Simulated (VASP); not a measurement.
Input of a VASP 6.6.1 run:

File INCAR:

```
PREC = Accurate
ENCUT = 520
EDIFF = 1E-7
ISMEAR = 0
SIGMA = 0.1
LREAL = F
LASPH = T
NELM = 100
ALGO = Normal
ISIF = 2
LWAVE = F
LCHARG = F
GGA = PE
IVDW = 12
NBANDS = 11
```

The input KPOINTS:

```
Automatic mesh
0
Gamma
  18 18 12
```

File POSCAR:

```
H2Se
1.0
    3.2582383437      0.0000000000      0.0000000000
   -1.6291191719      2.8217171773      0.0000000000
    0.0000000000      0.0000000000      3.9103613672
H Se
2 1
Direct
    0.3333333333      0.6666666667      0.1446988711
    0.6666666667      0.3333333333      0.8553011289
    0.0000000000      0.0000000000      0.0000000000
```

Potentials or basis: VASP PAW PBE potentials, release 64 (H, Se).

Launch:

```bash
$ cat potpaw_PBE.64/H/POTCAR potpaw_PBE.64/Se/POTCAR > POTCAR
$ mpirun -np 1 vasp_std > vasp.out
```

(1) What does it give for the band gap on the k mesh?

(2) Predict the dispersion energy per atom.

## Answers

(1) zero (band 4 reaches 2.97 eV, above the bottom of band 5 at 1.05 eV).

(2) -0.139 eV.
